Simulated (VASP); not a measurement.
# FePt (P4/mmm) in VASP: settings compared

Aim: see how the results for FePt move with the level of theory and the settings. Levels: revPBE, PBE, PBEsol. Tasks: single point, vibrations by perturbation theory.

Program: VASP 6.6.1. These are calculated values, not measurements. Logs are shortened: lines on timing, memory, paths and dates and some standing lists are left out, and cuts for length are marked.

**1. The cell of the first run**

Symmetry: P4/mmm, No. 123, tetragonal system. Conventional cell: a = 2.724 Å, b = 2.724 Å, c = 3.720 Å, α = 90.00°, β = 90.00°, γ = 90.00°. Within 3.5 Å of Pt (site symmetry 4/mmm) lie 8 Fe at 2.68 Å and 4 Pt at 2.72 Å. Within 3.5 Å of Fe (site symmetry 4/mmm) lie 8 Pt at 2.68 Å and 4 Fe at 2.72 Å.

**2. Single point, revPBE, collinear spin, ferromagnetic start**

Input file POSCAR:

```
FePt
1.0
    2.7235000000      0.0000000000      0.0000000000
    0.0000000000      2.7235000000      0.0000000000
    0.0000000000      0.0000000000      3.7200000000
Pt Fe
1 1
Direct
    0.5000000000      0.5000000000      0.5000000000
    0.0000000000      0.0000000000      0.0000000000
```

Input file INCAR.step1:

```
PREC = Accurate ; ENCUT = 510
EDIFF = 1E-6 ; ISMEAR = -1
SIGMA = 0.05 ; LREAL = False
LASPH = True ; NELM = 200
ALGO = Normal ; ISIF = 2
LWAVE = False ; LCHARG = True
ISPIN = 2 ; MAGMOM = 0 3
LMAXMIX = 4 ; GGA = RE
NBANDS = 28 ; GGA_COMPAT = False
NEDOS = 2001 ; LORBIT = 11
```

Input file KPOINTS.step1:

```
regular mesh
0
Gamma
  6 6 4
```

Input file INCAR.step2:

```
PREC = Accurate ; ENCUT = 510
EDIFF = 1E-6 ; ISMEAR = -5
SIGMA = 0.05 ; LREAL = False
LASPH = True ; NELM = 200
ALGO = Normal ; ISIF = 2
LWAVE = False ; LCHARG = False
ISPIN = 2 ; MAGMOM = 0 3
LORBIT = 11 ; LMAXMIX = 4
GGA = RE ; NBANDS = 28
NEDOS = 2001 ; ICHARG = 11
GGA_COMPAT = False
```

Input file KPOINTS.step2:

```
regular mesh
0
Gamma
  9 9 6
```

Potentials or basis: VASP PAW PBE potentials, release 64 (Pt_sv_GW, Fe_sv).

The run is started by

```console
$ cat potpaw_PBE.64/Pt_sv_GW/POTCAR potpaw_PBE.64/Fe_sv/POTCAR > POTCAR
$ cp INCAR.step1 INCAR
$ cp KPOINTS.step1 KPOINTS
$ mpirun -np 1 vasp_std > vasp.out
$ cp INCAR.step2 INCAR
$ cp KPOINTS.step2 KPOINTS
$ mpirun -np 1 vasp_std > vasp.out
```

OUTCAR:

```text
PREC = Accurate
   ENCUT = 510
   EDIFF = 1E-6
   ISMEAR = -5
   LREAL = False
   LASPH = True
   NELM = 200
   ISIF = 2
   ISPIN = 2
   LORBIT = 11
   GGA = RE
   ICHARG = 11

 ion  position               nearest neighbor table
   1  0.500  0.500  0.500-   2 2.68   2 2.68   2 2.68   2 2.68   2 2.68   2 2.68   2 2.68   2 2.68

   2  0.000  0.000  0.000-   1 2.68   1 2.68   1 2.68   1 2.68   1 2.68   1 2.68   1 2.68   1 2.68

  LATTYP: Found a simple tetragonal cell.
 ALAT       =     2.7235000000
 C/A-ratio  =     1.3658894804

  Lattice vectors:

 A1 = (   2.7235000000,   0.0000000000,   0.0000000000)
 A2 = (   0.0000000000,   2.7235000000,   0.0000000000)
 A3 = (   0.0000000000,   0.0000000000,   3.7200000000)

Analysis of symmetry for initial positions (statically):
=====================================================================
 Subroutine PRICEL returns:
 Original cell was already a primitive cell.

 Routine SETGRP: Setting up the symmetry group for a
 simple tetragonal supercell.

 Subroutine GETGRP returns: Found 16 space group operations
 (whereof 16 operations were pure point group operations)
 out of a pool of 16 trial point group operations.

The static configuration has the point symmetry D_4h.

Analysis of symmetry for dynamics (positions and initial velocities):
=====================================================================
 Subroutine PRICEL returns:
 Original cell was already a primitive cell.

 Routine SETGRP: Setting up the symmetry group for a
 simple tetragonal supercell.

 Subroutine GETGRP returns: Found 16 space group operations
 (whereof 16 operations were pure point group operations)
 out of a pool of 16 trial point group operations.

The dynamic configuration has the point symmetry D_4h.

Analysis of structural, dynamic, and magnetic symmetry:
=====================================================================
 Subroutine PRICEL returns:
 Original cell was already a primitive cell.

 Routine SETGRP: Setting up the symmetry group for a
 simple tetragonal supercell.

 Subroutine GETGRP returns: Found 16 space group operations
 (whereof 16 operations were pure point group operations)
 out of a pool of 16 trial point group operations.

The overall configuration has the point symmetry D_4h.

 Subroutine INISYM returns: Found 16 space group operations
 (whereof 16 operations are pure point group operations),
 and found     1 'primitive' translations

[... 117 lines left out ...]
  volume/ion in A,a.u.               =      13.80        93.10
  Fermi-wavevector in a.u.,A,eV,Ry     =   1.755100  3.316658 41.911067  3.080377
  Thomas-Fermi vector in A             =   2.824912
   LORBIT       =     11    0 simple, 1 ext, 2 COOP (PROOUT), +10 PAW based schemes
   GGA     = RE    functional components
   LHFCALC =     F    Hartree Fock is set to
   AEXX    =    0.0000 exact exchange contribution
   IVDW    =     0    specifies the selected vdW correction
   LEPSILON=     F    determine dielectric tensor
   LRPA    =     F    only Hartree local field effects (RPA)
 spin polarized calculation
 Fermi weights with tetrahedron method with Bloechl corrections
  energy-cutoff  :      510.00
  volume of cell :       27.59
 maximum number of plane-waves:       733

 number of electron      34.0000011 magnetization       3.3021847

 Free energy of the ion-electron system (eV)
  ---------------------------------------------------
  ext. energy  EPLUGINS =         0.00000000
  ---------------------------------------------------
  free energy    TOTEN  =       -13.93484552 eV

  energy without entropy =      -13.93484552  energy(sigma->0) =      -13.93484552

 E-fermi :  11.0862     XC(G=0): -13.5630

 val. band max:       11.2078203395   @ k =   0.4444   0.4444   0.1667
 cond. band min:      10.6265074468   @ k =   0.3333   0.0000   0.5000
 fundamental gap:     -0.5813128926
 Fermi energy:        11.0862191178

 spin component 1

 k-point     1 :       0.0000    0.0000    0.0000
  band No.  band energies     occupation
      1     -87.6978      1.00000
      2     -77.8913      1.00000
      3     -44.0494      1.00000
      4     -43.7331      1.00000
      5     -43.7331      1.00000
      6     -41.8715      1.00000
[... 733 lines left out ...]
     27      31.1918      0.00000
     28      32.5589      0.00000

 [... further k-points ...]

 spin component 2

 k-point     1 :       0.0000    0.0000    0.0000
  band No.  band energies     occupation
      1     -87.4405      1.00000
      2     -74.4778      1.00000
      3     -41.5912      1.00000
      4     -41.4779      1.00000
      5     -41.4779      1.00000
      6     -40.5360      1.00000
[... 733 lines left out ...]
     27      31.7252      0.00000
     28      32.6261      0.00000

 [... further k-points ...]

------------------------ aborting loop because EDIFF is reached ----------------------------------------

  FORCE on cell =-STRESS in cart. coord.  units (eV):
  Direction    XX          YY          ZZ          XY          YZ          ZX
  --------------------------------------------------------------------------------------
  -------------------------------------------------------------------------------------
  Total        0.9801572      0.9801572      1.4992982      0.0000000     -0.0000000      0.0000000
  in kB       56.9126246     56.9126246     87.0564380      0.0000000     -0.0000000      0.0000000
  external PRESSURE =      66.9605624 kB  Pullay stress =       0.0000000 kB

 VOLUME and BASIS-vectors are now :
 -----------------------------------------------------------------------------
  energy-cutoff  :      510.00
  volume of cell :       27.59
      direct lattice vectors                 reciprocal lattice vectors
     2.723500000  0.000000000  0.000000000     0.367174592  0.000000000  0.000000000
     0.000000000  2.723500000  0.000000000     0.000000000  0.367174592  0.000000000
     0.000000000  0.000000000  3.720000000     0.000000000  0.000000000  0.268817204

 POSITION                                       TOTAL-FORCE (eV/Angst)
 -----------------------------------------------------------------------------------
      1.36175      1.36175      1.86000         0.000000      0.000000      0.000000
      0.00000      0.00000      0.00000         0.000000      0.000000      0.000000
 -----------------------------------------------------------------------------------
    total drift:                                0.000000      0.000000      0.000000

  FREE ENERGIE OF THE ION-ELECTRON SYSTEM (eV)
  ---------------------------------------------------
  free  energy   TOTEN  =       -13.9348455248 eV

  energy  without entropy=      -13.9348455248  energy(sigma->0) =      -13.93484552

 total charge

# of ion       s       p       d       f       tot
--------------------------------------------------
    1        4.422   6.103   7.470   0.018  18.013
    2        2.153   6.015   5.483   0.000  13.652
--------------------------------------------------
tot          6.575  12.118  12.953   0.018  31.665

 magnetization (x)

# of ion       s       p       d       f       tot
--------------------------------------------------
    1       -0.077  -0.013   0.422   0.001   0.332
    2        0.007   0.003   2.842   0.000   2.852
--------------------------------------------------
tot         -0.071  -0.011   3.264   0.001   3.184
```

OSZICAR.step1:

```text
N       E                     dE             d eps       ncg     rms          rms(c)
DAV:   1     0.562669541745E+03    0.56267E+03   -0.19915E+04  3448   0.155E+03
DAV:   2     0.148428277549E+02   -0.54783E+03   -0.52161E+03  3480   0.584E+02
DAV:   3    -0.152917323479E+02   -0.30135E+02   -0.29311E+02  3920   0.156E+02
DAV:   4    -0.159250709574E+02   -0.63334E+00   -0.63222E+00  3944   0.254E+01
DAV:   5    -0.159384284010E+02   -0.13357E-01   -0.13357E-01  3940   0.351E+00    0.674E+01
DAV:   6    -0.139347115760E+02    0.20037E+01   -0.47365E+00  4060   0.235E+01    0.351E+01
DAV:   7    -0.145203553869E+02   -0.58564E+00   -0.32197E+00  4524   0.272E+01    0.207E+01
DAV:   8    -0.141388959083E+02    0.38146E+00   -0.32779E+00  4340   0.350E+01    0.160E+01
DAV:   9    -0.139802633964E+02    0.15863E+00   -0.27823E-01  4604   0.771E+00    0.454E+00
DAV:  10    -0.139711888851E+02    0.90745E-02   -0.53141E-02  5048   0.314E+00    0.134E+00
DAV:  11    -0.139716268099E+02   -0.43792E-03   -0.52668E-03  4012   0.784E-01    0.626E-01
DAV:  12    -0.139714784959E+02    0.14831E-03   -0.74844E-04  4004   0.441E-01    0.218E-01
DAV:  13    -0.139714904683E+02   -0.11972E-04   -0.99468E-05  4280   0.129E-01    0.516E-02
DAV:  14    -0.139714925206E+02   -0.20523E-05   -0.11510E-05  3724   0.298E-02    0.310E-02
DAV:  15    -0.139714934396E+02   -0.91903E-06   -0.17534E-06  2884   0.151E-02
   1 F= -.13971493E+02 E0= -.13962832E+02  d E =-.173237E-01  mag=     3.3022
```

Run time: 45 s. Hardware: 1 thread of Intel Xeon Platinum 8559C (Emerald Rapids), shared host; peak memory 0.19 GiB.

What came out:

| Property | Result |
| --- | --- |
| Net moment | 3.30 μB per cell |
| Site moments | Pt +0.33; Fe +2.85 μB |
| Valence electrons inside the program's atomic spheres | Pt 18.01; Fe 13.65 |

Caveat: the k points lie up to 0.42 Å⁻¹ apart; the PAW data sets were made with another functional, which shifts forces and pressure a little; spin-orbit coupling is left out, which moves the levels of the heavy elements.

[end of part 1 of 3]
